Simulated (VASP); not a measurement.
# TiSe (P6_3/mmc) in VASP: relaxation of the atoms with r2SCAN

Aim: the relaxation of the atoms of TiSe with r2SCAN.

Program: VASP 6.6.1. These are calculated values, not measurements. Logs are shortened: lines on timing, memory, paths and dates and some standing lists are left out, and cuts for length are marked.

## Step 1: The cell of the first run

The structure is hexagonal, space group P6_3/mmc (No. 194). Conventional cell: a = 3.390 Å, b = 3.390 Å, c = 6.633 Å, α = 90.00°, β = 90.00°, γ = 120.00°. Ti (site symmetry -3m) has 6 Se at 2.57 Å and 8 Ti at 3.32 to 3.39 Å within 3.4 Å. Within 3.4 Å of Se (site symmetry -6m2) lie 6 Ti at 2.57 Å and 6 Se at 3.39 Å.

## Step 2: Relaxation of the atoms, r2SCAN

Contents of POSCAR:

```
TiSe
1.0
    3.3901496300      0.0000000000      0.0000000000
   -1.6950748100      2.9359557000      0.0000000000
    0.0000000000      0.0000000000      6.6325239100
Ti Se
2 2
Direct
    0.0000000000      0.0000000000      0.0000000000
    0.0000000000      0.0000000000      0.5000000000
    0.3333333300      0.6666666700      0.2500000000
    0.6666666700      0.3333333300      0.7500000000
```

Contents of INCAR.step1:

```
SYSTEM = TiSe
PREC = Accurate ; ENCUT = 520
ISMEAR = -1 ; SIGMA = 0.1
LREAL = .FALSE. ; LASPH = .TRUE.
NELM = 100 ; GGA = PE
ALGO = Normal ; EDIFF = 1E-4
LWAVE = .TRUE. ; LCHARG = .FALSE.
```

Contents of INCAR.step2:

```
SYSTEM = TiSe
PREC = Accurate ; ENCUT = 520
EDIFF = 1E-6 ; ISMEAR = -1
SIGMA = 0.1 ; LREAL = .FALSE.
LASPH = .TRUE. ; NELM = 100
ALGO = Normal ; ISIF = 2
LWAVE = .FALSE. ; LCHARG = .FALSE.
METAGGA = R2SCAN ; LMIXTAU = .TRUE.
IBRION = 2 ; NSW = 50
EDIFFG = -0.01 ; ISTART = 1
```

Contents of KPOINTS:

```
regular mesh
0
G
  11 11 5
  0 0 0
```

Potentials or basis: VASP PAW PBE potentials, release 64 (Ti_sv, Se).

Run with:

```sh
$ cat potpaw_PBE.64/Ti_sv/POTCAR potpaw_PBE.64/Se/POTCAR > POTCAR
$ cp INCAR.step1 INCAR
$ mpirun -np 1 vasp_std > vasp.out
$ cp INCAR.step2 INCAR
$ mpirun -np 1 vasp_std > vasp.out
```

OUTCAR:

```text
SYSTEM = TiSe
   PREC = Accurate
   ENCUT = 520
   EDIFF = 1E-6
   ISMEAR = -1
   LREAL = .FALSE.
   LASPH = .TRUE.
   NELM = 100
   ISIF = 2
   METAGGA = R2SCAN
   IBRION = 2
   NSW = 50
   EDIFFG = -0.01
   ISTART = 1

 ion  position               nearest neighbor table
   1  0.000  0.000  0.000-   3 2.57   4 2.57   3 2.57   4 2.57   4 2.57   3 2.57
   2  0.000  0.000  0.500-   3 2.57   4 2.57   3 2.57   4 2.57   4 2.57   3 2.57
   3  0.333  0.667  0.250-   1 2.57   2 2.57   1 2.57   2 2.57   1 2.57   2 2.57
   4  0.667  0.333  0.750-   1 2.57   2 2.57   1 2.57   2 2.57   1 2.57   2 2.57

  LATTYP: Found a hexagonal cell.
 ALAT       =     3.3901496300
 C/A-ratio  =     1.9564103753

  Lattice vectors:

 A1 = (   3.3901496300,   0.0000000000,   0.0000000000)
 A2 = (  -1.6950748100,   2.9359557000,   0.0000000000)
 A3 = (   0.0000000000,   0.0000000000,   6.6325239100)

Analysis of symmetry for initial positions (statically):
=====================================================================
 Subroutine PRICEL returns:
 Original cell was already a primitive cell.

 Routine SETGRP: Setting up the symmetry group for a
 hexagonal supercell.

 Subroutine GETGRP returns: Found 24 space group operations
 (whereof 12 operations were pure point group operations)
 out of a pool of 24 trial point group operations.

The static configuration has the point symmetry D_3d.
 The point group associated with its full space group is D_6h.

Analysis of symmetry for dynamics (positions and initial velocities):
=====================================================================
 Subroutine PRICEL returns:
 Original cell was already a primitive cell.

 Routine SETGRP: Setting up the symmetry group for a
 hexagonal supercell.

 Subroutine GETGRP returns: Found 24 space group operations
 (whereof 12 operations were pure point group operations)
 out of a pool of 24 trial point group operations.

The dynamic configuration has the point symmetry D_3d.
 The point group associated with its full space group is D_6h.

 Subroutine INISYM returns: Found 24 space group operations
 (whereof 12 operations are pure point group operations),
 and found     1 'primitive' translations

----------------------------------------------------------------------------------------

                                     Primitive cell

  volume of cell :      66.0157

  direct lattice vectors                    reciprocal lattice vectors
[... 88 lines left out ...]
   LASPH  =      T    aspherical Exc in radial PAW
   ENCUT  =  520.0 eV  38.22 Ry    6.18 a.u.   6.30  6.30 12.33*2*pi/ulx,y,z
   NELM   =    100;   NELMIN=  2; NELMDL=  0     # of ELM steps
   EDIFF  = 0.1E-05   stopping-criterion for ELM
   LREAL  =      F    real-space projection
   EDIFFG = -.1E-01   stopping-criterion for IOM
   NSW    =     50    number of steps for IOM
   IBRION =      2    ionic relax: 0-MD 1-quasi-New 2-CG
   NFREE  =      1    steps in history (QN), initial steepest desc. (CG)
   ISIF   =      2    stress and relaxation
   ISYM   =      2    0-nonsym 1-usesym 2-fastsym
   POTIM  = 0.5000    time-step for ionic-motion
   TEBEG  =    0.0;   TEEND  =   0.0 temperature during run
   PSTRESS=    0.0 pullay stress
   NELECT =      36.0000    total number of electrons
   NUPDOWN=      -1.0000    fix difference up-down
   EMIN   =  10.00;   EMAX   =-10.00  energy-range for DOS
   EFERMI =   0.00;   METHOD = LEGACY
   ISMEAR =    -1;   SIGMA  =   0.10  broadening in eV -4-tet -1-fermi 0-gaus
   EFERMI_NEDOS =   21; number of points for ismear=-14 and -15
   IALGO  =     38    algorithm
   IMIX   =      4    mixing-type and parameters
     AMIX     =   0.40;   BMIX     =  1.00
     AMIX_MAG =   1.60;   BMIX_MAG =  1.00
  volume/ion in A,a.u.               =      16.50       111.37
  Fermi-wavevector in a.u.,A,eV,Ry     =   1.337498  2.527505 24.339489  1.788902
  Thomas-Fermi vector in A             =   2.466042
   LORBIT       =      0    0 simple, 1 ext, 2 COOP (PROOUT), +10 PAW based schemes
   METAGGA = R2SCAN    functional components
   LHFCALC =     F    Hartree Fock is set to
   AEXX    =    0.0000 exact exchange contribution
   IVDW    =     0    specifies the selected vdW correction
   LEPSILON=     F    determine dielectric tensor
   LRPA    =     F    only Hartree local field effects (RPA)
 conjugate gradient relaxation of ions
 non-spin polarized calculation
  energy-cutoff  :      520.00
  volume of cell :       66.02
 maximum number of plane-waves:      1791
 NGX is ok and might be reduce to    28
   NGX = 13   NGY = 13   NGZ = 25

 number of electron      35.9999991 magnetization

 Free energy of the ion-electron system (eV)
  ---------------------------------------------------
  ext. energy  EPLUGINS =         0.00000000
  ---------------------------------------------------
  free energy    TOTEN  =       -59.39302346 eV

  energy without entropy =      -59.31244518  energy(sigma->0) =      -59.35273432

 E-fermi :   9.1796     XC(G=0): -12.2065

 val. band max:        9.1696771124   @ k =   0.0909   0.0909   0.2000
 cond. band min:       9.1924396982   @ k =   0.0000   0.0000   0.2000
 fundamental gap:      0.0227625858
 Fermi energy:         9.1795741323

 k-point     1 :       0.0000    0.0000    0.0000
  band No.  band energies     occupation
      1     -50.5892      2.00000
      2     -50.5789      2.00000
      3     -25.9818      2.00000
      4     -25.8324      2.00000
      5     -25.7851      2.00000
      6     -25.7851      2.00000
[... 589 lines left out ...]
     21      10.2879      0.00003
     22      10.7064      0.00000

 [... further k-points ...]
[... 5 lines left out ...]
  --------------------------------------------------------------------------------------
  -------------------------------------------------------------------------------------
  Total        2.1391070      2.1391070      2.9252621      0.0000000     -0.0000000      0.0000000
  in kB       51.9153642     51.9153641     70.9950668      0.0000001     -0.0000000      0.0000000
  external PRESSURE =      58.2752650 kB  Pullay stress =       0.0000000 kB

 VOLUME and BASIS-vectors are now :
 -----------------------------------------------------------------------------
  energy-cutoff  :      520.00
  volume of cell :       66.02
      direct lattice vectors                 reciprocal lattice vectors
     3.390149630  0.000000000  0.000000000     0.294972231  0.170302297  0.000000000
    -1.695074810  2.935955700  0.000000000     0.000000000  0.340604594  0.000000000
     0.000000000  0.000000000  6.632523910     0.000000000  0.000000000  0.150772167

 POSITION                                       TOTAL-FORCE (eV/Angst)
 -----------------------------------------------------------------------------------
      0.00000      0.00000      0.00000         0.000000      0.000000     -0.000000
      0.00000      0.00000      3.31626         0.000000      0.000000     -0.000000
     -0.00000      1.95730      1.65813        -0.000000      0.000000      0.000000
      1.69507      0.97865      4.97439         0.000000     -0.000000      0.000000
 -----------------------------------------------------------------------------------
    total drift:                               -0.000000      0.000000      0.000000

  FREE ENERGIE OF THE ION-ELECTRON SYSTEM (eV)
  ---------------------------------------------------
  free  energy   TOTEN  =       -59.3930234569 eV

  energy  without entropy=      -59.3124451768  energy(sigma->0) =      -59.35273432

 reached required accuracy - stopping structural energy minimisation
```

Run time: 2.6 min. Hardware: 1 thread of Intel Xeon 6975P-C (Granite Rapids), shared host; peak memory 0.24 GiB.

Results:

```
Free energy             : -59.3930 eV
Pressure after relaxing : 5.8 GPa
Band gap on the k mesh  : zero (bands 18 and 19 overlap by 0.45 eV)
```

Stress tensor (GPa, compression positive):
```
5.19 0.00 0.00
0.00 5.19 0.00
0.00 0.00 7.10
```

Final structure:
```xyz
4
Lattice="3.3901 0.0000 0.0000 -1.6951 2.9360 0.0000 0.0000 0.0000 6.6325" Properties=species:S:1:pos:R:3 pbc="T T T"
Ti    0.0000    0.0000    0.0000
Ti    0.0000    0.0000    3.3163
Se    0.0000    1.9573    1.6581
Se    1.6951    0.9787    4.9744
```

Caveat: the PAW data sets were made with another functional, which shifts forces and pressure a little.

The gap in the log of VASP goes by the Fermi energy; the results here count the filled bands.